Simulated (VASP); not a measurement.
Here is a VASP 6.6.1 calculation.

The input INCAR:

```
ALGO = Normal
EDIFF = 1E-6
ENCUT = 520
GGA = PE
ISIF = 2
ISMEAR = 0
LASPH = True
LCHARG = False
LREAL = False
LWAVE = False
NBANDS = 30
NELM = 100
PREC = Accurate
SIGMA = 0.1
```

The input KPOINTS:

```
k-points
0
Gamma
  8 8 8
```

POSCAR

```
AgHgF3
1.0
    4.5370841270      0.0000000000      0.0000000000
    0.0000000000      4.5370841270      0.0000000000
    0.0000000000      0.0000000000      4.5370841270
Ag Hg F
1 1 3
Direct
    0.0000000000      0.0000000000      0.0000000000
    0.5000000000      0.5000000000      0.5000000000
    0.5000000000      0.5000000000      0.0000000000
    0.0000000000      0.5000000000      0.5000000000
    0.5000000000      0.0000000000      0.5000000000
```

Potentials or basis: VASP PAW PBE potentials, release 64 (Ag, Hg, F).

The run is started by

```console
$ cat potpaw_PBE.64/Ag/POTCAR potpaw_PBE.64/Hg/POTCAR potpaw_PBE.64/F/POTCAR > POTCAR
$ mpirun -np 1 vasp_std > vasp.out
```

Task: What does it give for the band gap on the k mesh?

Result: Zero (band 22 reaches -0.11 eV, above the bottom of band 23 at -0.50 eV).

Task: What does it give for the pressure?

Result: 0.3 GPa.

Caveat: spin-orbit coupling is left out, which moves the levels of the heavy elements.
